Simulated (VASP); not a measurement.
SbSe3, 4 atoms in the cell. It takes space group Pm-3m (No. 221, cubic). Conventional cell: a = 4.471 Å, b = 4.471 Å, c = 4.471 Å, α = 90.00°, β = 90.00°, γ = 90.00°. Sb (site symmetry m-3m) has 12 Se at 3.16 Å within 4.2 Å. Within 4.2 Å of Se (site symmetry 4/mmm) lie 4 Sb at 3.16 Å and 8 Se at 3.16 Å. 

```yaml
Program: VASP 6.6.1
Task: single point
Functional: PBE
Potentials_or_basis: VASP PAW PBE potentials, release 64 (Sb, Se)
Cutoff: 520 eV
k_mesh: 10 × 10 × 10
Occupations: gaussian, width 0.1 eV
Spin: no spin polarisation
Dipole_correction: no
Further_INCAR_settings: ALGO = Normal; EDIFF = 1e-06; NBANDS = 20
```

Potentials or basis: VASP PAW PBE potentials, release 64 (Sb, Se).

Launch:

```console
$ cat potpaw_PBE.64/Sb/POTCAR potpaw_PBE.64/Se/POTCAR > POTCAR
$ mpirun -np 1 vasp_std > vasp.out
```

Hardware: 1 thread of Intel(R) Xeon(R) 6975P-C (Granite Rapids), on a shared host.

Question: Estimate the wall time of this run.

Answer: Run time: 26 s on 1 thread of Intel(R) Xeon(R) 6975P-C (Granite Rapids) (shared host), peak memory 0.25 GiB. Counts: scf iterations 11, k points 56.
